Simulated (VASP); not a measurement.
Crystal: Hf2SnTe6.

```
Hf Sn Te
1.0
     4.09427    0.02737    0.00708
    -2.02343    3.47297    0.04291
     0.03817    0.28905   21.93700
Hf Sn Te
2 1 6
Direct
  0.09000 0.04773 0.83653
  0.97888 0.02299 0.16129
  0.00869 0.05268 0.49061
  0.33205 0.62712 0.91169
  0.19849 0.61103 0.24549
  0.32632 0.68239 0.59188
  0.71693 0.35927 0.08018
  0.74517 0.34497 0.42702
  0.60347 0.25183 0.75532
```

| Quantity | Value |
| --- | --- |
| Program | VASP 6.6.1 |
| Task | relaxation of cell and atoms |
| Functional | PBE |
| Potentials or basis | VASP PAW PBE potentials, release 64 (Hf_pv, Sn_d, Te) |
| Cutoff | 600 eV |
| k mesh | 6 × 6 × 1 |
| Occupations | gaussian, width 0.2 eV |
| Spin | no spin polarisation |

At the start: pressure 3.1 GPa; volume 34.79 Å³/atom.

Problem. Where does the relaxation end?

Solution. Over 31 steps the energy falls by 280.5 meV/atom and the volume is 34.34 Å³/atom (-1.3 %); space group P1 (No. 1, to 0.1 Å) before and after.

Step by step:
```csv
step,energy change (eV),largest force (eV/Å),pressure (GPa),volume (Å³)
1,0.0000,6.9137,3.11,313.09
2,-1.3628,1.4005,-4.64,344.05
3,-1.6410,1.1582,-2.79,331.61
4,-2.1540,1.0144,0.31,307.89
5,-2.1733,1.0463,1.25,302.58
6,-2.3380,0.5944,0.38,304.72
7,-2.3665,0.5952,-0.09,306.43
8,-2.4537,0.4812,-0.16,306.55
9,-2.4677,0.4268,-0.12,306.59
10,-2.5029,0.1952,0.21,305.18
11,-2.5064,0.1856,0.37,304.58
12,-2.5119,0.1427,-0.42,308.73
13,-2.5135,0.1288,-0.17,307.37
14,-2.5185,0.0805,-0.03,306.74
15,-2.5195,0.0837,0.06,306.33
16,-2.5211,0.0385,-0.03,306.92
17,-2.5211,0.0404,-0.04,306.99
18,-2.5216,0.0333,0.06,306.64
19,-2.5217,0.0340,0.08,306.57
20,-2.5221,0.0362,0.04,306.96
21,-2.5223,0.0579,-0.04,307.67
22,-2.5227,0.0429,-0.02,307.78
23,-2.5228,0.0369,0.01,307.88
24,-2.5228,0.0392,0.02,307.92
25,-2.5232,0.0334,0.00,308.13
26,-2.5236,0.0292,-0.02,308.51
27,-2.5237,0.0468,-0.06,309.28
28,-2.5238,0.0376,-0.05,308.99
29,-2.5241,0.0301,0.02,308.82
30,-2.5241,0.0360,0.04,308.76
31,-2.5244,0.0222,0.02,309.02
```

Final structure:
```xyz
9
Lattice="4.0210 -0.0008 0.0732 -2.0080 3.4827 -0.0246 0.3851 0.0731 22.0766" Properties=species:S:1:pos:R:3 pbc="T T T"
Hf   -1.6077    3.4622   18.4027
Hf    1.9437    3.4851    3.6331
Sn    0.2472    0.1250   11.1029
Te    0.3732    2.2968   20.1855
Te   -0.1005    2.3173    5.3448
Te    0.2136    2.4405   12.9402
Te    1.9708    1.1725    1.8722
Te    2.2902    1.2905    9.3133
Te    2.4466    1.1493   16.7199
```
